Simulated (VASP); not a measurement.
A run of VASP 6.6.1 is set up as follows.

The input INCAR:

```
SYSTEM = Bi6Te
PREC = Accurate
ENCUT = 520
EDIFF = 1E-6
ISMEAR = 0
SIGMA = 0.1
LREAL = .False.
LASPH = .True.
NELM = 80
ALGO = Fast
ISIF = 2
LWAVE = .False.
LCHARG = .True.
GGA = PE
LELF = .True.
LVHAR = .True.
NBANDS = 57
```

The input KPOINTS:

```
Automatic mesh
0
Gamma
  6 6 10
  0 0 0
```

Contents of POSCAR:

```
Bi6Te
1.0
    9.2261639944      0.0000000000      0.0000000000
   -4.6130819972      7.9900923986      0.0000000000
    0.0000000000      0.0000000000      3.2540928292
Bi Te
6 1
Direct
    0.2138767471      0.7861232529      0.0000000000
    0.2138767471      0.4277534942      0.0000000000
    0.5722465058      0.7861232529      0.0000000000
    0.7861232529      0.2138767471      0.0000000000
    0.7861232529      0.5722465058      0.0000000000
    0.4277534942      0.2138767471      0.0000000000
    0.0000000000      0.0000000000      0.0000000000
```

Potentials or basis: VASP PAW PBE potentials, release 64 (Bi_d, Te).

The run is started by

```console
$ cat potpaw_PBE.64/Bi_d/POTCAR potpaw_PBE.64/Te/POTCAR > POTCAR
$ mpirun -np 1 vasp_std > vasp.out
```

(1) Predict the pressure.

(2) What does it give for the band gap on the k mesh?

## Answers

(1) -0.1 GPa.

(2) zero (bands 48 and 49 overlap by 2.95 eV).

Caveat: spin-orbit coupling is left out, which moves the levels of the heavy elements.
